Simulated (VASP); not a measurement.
# Ca2Sn2N (P4/mmm) in VASP: relaxation of cell and atoms with PBE

Aim: the relaxation of cell and atoms of Ca2Sn2N with PBE.

All numbers are computed with VASP 6.6.1; they aren't measurements. Logs are shortened: lines on timing, memory, paths and dates and some standing lists are left out, and cuts for length are marked.

## Step 1: The cell of the first run

It takes space group P4/mmm (No. 123, tetragonal). The conventional cell has a = 4.889 Å, b = 4.889 Å, c = 4.721 Å, α = 90.00°, β = 90.00°, γ = 90.00°. Within 3.2 Å of Ca (site symmetry mmm) lie 2 N at 2.44 Å. Sn (site symmetry 4/mmm) has 2 N at 2.36 Å within 3.1 Å. Within 4.5 Å of Sn (site symmetry 4/mmm) lie 8 Ca at 3.40 Å and 4 Sn at 3.46 Å and 8 N at 4.19 Å. N (site symmetry 4/mmm) has 2 Sn at 2.36 Å and 4 Ca at 2.44 Å within 3.1 Å.

## Step 2: Relaxation of cell and atoms, PBE

Contents of INCAR:

```
SYSTEM = Ca2Sn2N
  PREC = Accurate
  ENCUT = 600
  EDIFF = 1E-6
  ISMEAR = 0
  SIGMA = 0.1
  LREAL = .False.
  LASPH = .True.
  NELM = 60
  ALGO = Normal
  ISIF = 3
  LWAVE = .False.
  LCHARG = .False.
  GGA = PE
  IBRION = 2
  NSW = 100
  EDIFFG = -0.01
```

Contents of KPOINTS:

```
regular mesh
0
Gamma
  6 6 8
  0 0 0
```

Contents of POSCAR:

```
Ca2Sn2N
1.0
    4.8890369294      0.0000000000      0.0000000000
    0.0000000000      4.8890369294      0.0000000000
    0.0000000000      0.0000000000      4.7214131468
Ca Sn N
2 2 1
Direct
    0.0000000000      0.5000000000      0.0000000000
    0.5000000000      0.0000000000      0.0000000000
    0.0000000000      0.0000000000      0.5000000000
    0.5000000000      0.5000000000      0.5000000000
    0.0000000000      0.0000000000      0.0000000000
```

Potentials or basis: VASP PAW PBE potentials, release 64 (Ca_sv, Sn_d, N).

Launch:

```bash
> cat potpaw_PBE.64/Ca_sv/POTCAR potpaw_PBE.64/Sn_d/POTCAR potpaw_PBE.64/N/POTCAR > POTCAR
> mpirun -np 1 vasp_std > vasp.out
```

OUTCAR:

```text
SYSTEM = Ca2Sn2N
   PREC = Accurate
   ENCUT = 600
   EDIFF = 1E-6
   ISMEAR = 0
   LREAL = .False.
   LASPH = .True.
   NELM = 60
   ISIF = 3
   GGA = PE
   IBRION = 2
   NSW = 100
   EDIFFG = -0.01

 ion  position               nearest neighbor table
   1  0.000  0.500  0.000-   5 2.44   5 2.44   3 3.40   3 3.40   4 3.40   3 3.40   4 3.40   3 3.40
                             4 3.40   4 3.40
   2  0.500  0.000  0.000-   5 2.44   5 2.44   3 3.40   3 3.40   4 3.40   4 3.40   4 3.40   3 3.40
                             4 3.40   3 3.40
   3  0.000  0.000  0.500-   5 2.36   5 2.36   1 3.40   1 3.40   2 3.40   2 3.40   1 3.40   1 3.40
                             2 3.40   2 3.40   4 3.46   4 3.46   4 3.46   4 3.46
   4  0.500  0.500  0.500-   1 3.40   2 3.40   1 3.40   2 3.40   2 3.40   2 3.40   1 3.40   1 3.40
                             3 3.46   3 3.46   3 3.46   3 3.46
   5  0.000  0.000  0.000-   3 2.36   3 2.36   1 2.44   2 2.44   1 2.44   2 2.44

  LATTYP: Found a simple tetragonal cell.
 ALAT       =     4.8890369294
 C/A-ratio  =     0.9657143554

  Lattice vectors:

 A1 = (   4.8890369294,   0.0000000000,   0.0000000000)
 A2 = (   0.0000000000,   4.8890369294,   0.0000000000)
 A3 = (   0.0000000000,   0.0000000000,   4.7214131468)

Analysis of symmetry for initial positions (statically):
=====================================================================
 Subroutine PRICEL returns:
 Original cell was already a primitive cell.

 Routine SETGRP: Setting up the symmetry group for a
 simple tetragonal supercell.

 Subroutine GETGRP returns: Found 16 space group operations
 (whereof 16 operations were pure point group operations)
 out of a pool of 16 trial point group operations.

The static configuration has the point symmetry D_4h.

Analysis of symmetry for dynamics (positions and initial velocities):
=====================================================================
 Subroutine PRICEL returns:
 Original cell was already a primitive cell.

 Routine SETGRP: Setting up the symmetry group for a
 simple tetragonal supercell.

 Subroutine GETGRP returns: Found 16 space group operations
 (whereof 16 operations were pure point group operations)
 out of a pool of 16 trial point group operations.

The dynamic configuration has the point symmetry D_4h.

 Subroutine INISYM returns: Found 16 space group operations
 (whereof 16 operations are pure point group operations),
 and found     1 'primitive' translations

----------------------------------------------------------------------------------------

                                     Primitive cell

  volume of cell :     112.8544

  direct lattice vectors                    reciprocal lattice vectors
     4.889036929  0.000000000  0.000000000     0.204539261  0.000000000  0.000000000
     0.000000000  4.889036929  0.000000000     0.000000000  0.204539261  0.000000000
     0.000000000  0.000000000  4.721413147     0.000000000  0.000000000  0.211800995

  length of vectors
     4.889036929  4.889036929  4.721413147     0.204539261  0.204539261  0.211800995

  position of ions in fractional coordinates (direct lattice)
     0.000000000  0.500000000  0.000000000
     0.500000000  0.000000000  0.000000000
     0.000000000  0.000000000  0.500000000
     0.500000000  0.500000000  0.500000000
     0.000000000  0.000000000  0.000000000

  ion indices of the primitive-cell ions
   primitive index   ion index
                 1           1
                 2           2
                 3           3
                 4           4
                 5           5

----------------------------------------------------------------------------------------

 KPOINTS: regular mesh

Automatic generation of k-mesh.
 Grid dimensions read from file:
 generate k-points for:    6    6    8

 Generating k-lattice:

  Cartesian coordinates                     Fractional coordinates (reciprocal lattice)
     0.034089877  0.000000000  0.000000000     0.166666667  0.000000000  0.000000000
     0.000000000  0.034089877  0.000000000     0.000000000  0.166666667  0.000000000
     0.000000000  0.000000000  0.026475124     0.000000000  0.000000000  0.125000000

  Length of vectors
     0.034089877  0.034089877  0.026475124

  Shift w.r.t. Gamma in fractional coordinates (k-lattice)
     0.000000000  0.000000000  0.000000000

 Subroutine IBZKPT returns following result:
 ===========================================

 Found     50 irreducible k-points:

 Following reciprocal coordinates:
            Coordinates               Weight
  0.000000  0.000000  0.000000      1.000000
  0.166667  0.000000  0.000000      4.000000
  0.333333  0.000000  0.000000      4.000000
  0.500000  0.000000  0.000000      2.000000
  0.166667  0.166667  0.000000      4.000000
  0.333333  0.166667  0.000000      8.000000
[... 16 lines left out ...]
  0.333333  0.000000  0.250000      8.000000
  0.500000  0.000000  0.250000      4.000000
 [... further k-points ...]
   k-points           NKPTS =     50   k-points in BZ     NKDIM =     50   number of bands    NBANDS=     31
   number of dos      NEDOS =    301   number of ions     NIONS =      5
   total plane-waves  NPLWV =  64000
   dimension x,y,z NGX =    40 NGY =   40 NGZ =   40
   dimension x,y,z NGXF=    80 NGYF=   80 NGZF=   80
   ions per type =               2   2   1
   NGX,Y,Z   is equivalent  to a cutoff of  13.60, 13.60, 14.08 a.u.
   NGXF,Y,Z  is equivalent  to a cutoff of  27.20, 27.20, 28.17 a.u.
 SYSTEM =  Ca2Sn2N
   PREC   = accura    normal or accurate (medium, high low for compatibility)
   ISTART =      0    job   : 0-new  1-cont  2-samecut
   ICHARG =      2    charge: 1-file 2-atom 10-const
   ISPIN  =      1    spin polarized calculation?
   LNONCOLLINEAR =      F non collinear calculations
   LSORBIT =      F    spin-orbit coupling
   LASPH  =      T    aspherical Exc in radial PAW
   ENCUT  =  600.0 eV  44.10 Ry    6.64 a.u.   9.76  9.76  9.43*2*pi/ulx,y,z
   NELM   =     60;   NELMIN=  2; NELMDL= -5     # of ELM steps
   EDIFF  = 0.1E-05   stopping-criterion for ELM
   LREAL  =      F    real-space projection
   EDIFFG = -.1E-01   stopping-criterion for IOM
   NSW    =    100    number of steps for IOM
   IBRION =      2    ionic relax: 0-MD 1-quasi-New 2-CG
   NFREE  =      1    steps in history (QN), initial steepest desc. (CG)
   ISIF   =      3    stress and relaxation
   ISYM   =      2    0-nonsym 1-usesym 2-fastsym
   POTIM  = 0.5000    time-step for ionic-motion
   TEBEG  =    0.0;   TEEND  =   0.0 temperature during run
   PSTRESS=    0.0 pullay stress
   NELECT =      53.0000    total number of electrons
   NUPDOWN=      -1.0000    fix difference up-down
   EMIN   =  10.00;   EMAX   =-10.00  energy-range for DOS
   EFERMI =   0.00;   METHOD = LEGACY
   ISMEAR =     0;   SIGMA  =   0.10  broadening in eV -4-tet -1-fermi 0-gaus
   EFERMI_NEDOS =   21; number of points for ismear=-14 and -15
   IALGO  =     38    algorithm
   IMIX   =      4    mixing-type and parameters
     AMIX     =   0.40;   BMIX     =  1.00
     AMIX_MAG =   1.60;   BMIX_MAG =  1.00
  volume/ion in A,a.u.               =      22.57       152.32
  Fermi-wavevector in a.u.,A,eV,Ry     =   1.272508  2.404692 22.031601  1.619277
  Thomas-Fermi vector in A             =   2.405383
   LORBIT       =      0    0 simple, 1 ext, 2 COOP (PROOUT), +10 PAW based schemes
   GGA     = PE    functional components
   LHFCALC =     F    Hartree Fock is set to
   AEXX    =    0.0000 exact exchange contribution
   IVDW    =     0    specifies the selected vdW correction
   LEPSILON=     F    determine dielectric tensor
   LRPA    =     F    only Hartree local field effects (RPA)
 conjugate gradient relaxation of ions
 non-spin polarized calculation
 Gauss-broadening in eV      SIGMA  =   0.10
  energy-cutoff  :      600.00
  volume of cell :      112.85
 maximum number of plane-waves:      3799
 NGX is ok and might be reduce to    40
   NGX = 19   NGY = 19   NGZ = 19

--------------------------------------- Ionic step        1  -------------------------------------------

 number of electron      52.9999992 magnetization

 Free energy of the ion-electron system (eV)
  ---------------------------------------------------
  ext. energy  EPLUGINS =         0.00000000
  ---------------------------------------------------
  free energy    TOTEN  =       -22.52268439 eV

  energy without entropy =      -22.50718979  energy(sigma->0) =      -22.51493709

------------------------ aborting loop because EDIFF is reached ----------------------------------------

  FORCE on cell =-STRESS in cart. coord.  units (eV):
  Direction    XX          YY          ZZ          XY          YZ          ZX
  --------------------------------------------------------------------------------------
  -------------------------------------------------------------------------------------
  Total       -0.4885690     -0.4885690      1.0092332      0.0000000      0.0000000      0.0000000
  in kB       -6.9361394     -6.9361394     14.3279312      0.0000000      0.0000000      0.0000000
  external PRESSURE =       0.1518841 kB  Pullay stress =       0.0000000 kB
[... 102 lines left out ...]
  energy  without entropy=      -22.5292084121  energy(sigma->0) =      -22.53583239

--------------------------------------- Ionic step        4  -------------------------------------------

 number of electron      53.0000010 magnetization

 Free energy of the ion-electron system (eV)
  ---------------------------------------------------
  ext. energy  EPLUGINS =         0.00000000
  ---------------------------------------------------
  free energy    TOTEN  =       -22.54335529 eV

  energy without entropy =      -22.52985026  energy(sigma->0) =      -22.53660278

 E-fermi :   5.7081     XC(G=0):  -9.9750

 val. band max:        5.6969544561   @ k =   0.3333   0.1667   0.0000
 cond. band min:       5.7097528374   @ k =   0.1667   0.1667   0.0000
 fundamental gap:      0.0127983813
 Fermi energy:         5.7080695096

 k-point     1 :       0.0000    0.0000    0.0000
  band No.  band energies     occupation
      1     -34.6298      2.00000
      2     -34.5724      2.00000
      3     -15.8175      2.00000
      4     -15.8175      2.00000
      5     -15.7758      2.00000
      6     -15.7036      2.00000
[... 805 lines left out ...]
     30       8.7243      0.00000
     31       8.7674      0.00000

 [... further k-points ...]

------------------------ aborting loop because EDIFF is reached ----------------------------------------

  FORCE on cell =-STRESS in cart. coord.  units (eV):
  Direction    XX          YY          ZZ          XY          YZ          ZX
  --------------------------------------------------------------------------------------
  -------------------------------------------------------------------------------------
  Total        0.0251598      0.0251598      0.0372926      0.0000000      0.0000000      0.0000000
  in kB        0.3570714      0.3570714      0.5292616      0.0000000      0.0000000      0.0000000
  external PRESSURE =       0.4144681 kB  Pullay stress =       0.0000000 kB
[... 20 lines left out ...]
  FREE ENERGIE OF THE ION-ELECTRON SYSTEM (eV)
  ---------------------------------------------------
  free  energy   TOTEN  =       -22.5433552934 eV

  energy  without entropy=      -22.5298502574  energy(sigma->0) =      -22.53660278

 reached required accuracy - stopping structural energy minimisation
```

Run time: 14 min. Hardware: 1 thread of Oxide Virtual Turin-like, shared host; peak memory 0.35 GiB.

Results:

| Quantity | Value |
| --- | --- |
| Free energy | -22.5434 eV |
| Relaxed volume | 22.58 Å³/atom |
| Relaxed cell | a = 4.827 Å, b = 4.827 Å, c = 4.846 Å, α = 90.00°, β = 90.00°, γ = 90.00° |
| Space group after relaxing (to 0.1 Å) | P4/mmm (No. 123) |
| Energy gained by relaxing | 4.1 meV/atom |
| Ionic steps | 4 |
| Pressure after relaxing | 0.0 GPa |
| Band gap on the k mesh | zero (an odd number of electrons rules out a gap without spin polarisation) |

Step by step:
```csv
step,energy change (eV),largest force (eV/Å),pressure (GPa),volume (Å³)
1,0.0000,0.0000,0.02,112.85
2,-0.0120,0.0000,-0.01,112.88
3,-0.0198,0.0000,0.07,112.89
4,-0.0207,0.0000,0.04,112.89
```

Final structure:
```xyz
5
Lattice="4.8267 0.0000 0.0000 0.0000 4.8267 0.0000 0.0000 0.0000 4.8457" Properties=species:S:1:pos:R:3 pbc="T T T"
Ca    0.0000    2.4134    0.0000
Ca    2.4134    0.0000    0.0000
Sn    0.0000    0.0000    2.4229
Sn    2.4134    2.4134    2.4229
N     0.0000    0.0000    0.0000
```

Caveat: spin-orbit coupling is left out, which moves the levels of the heavy elements.
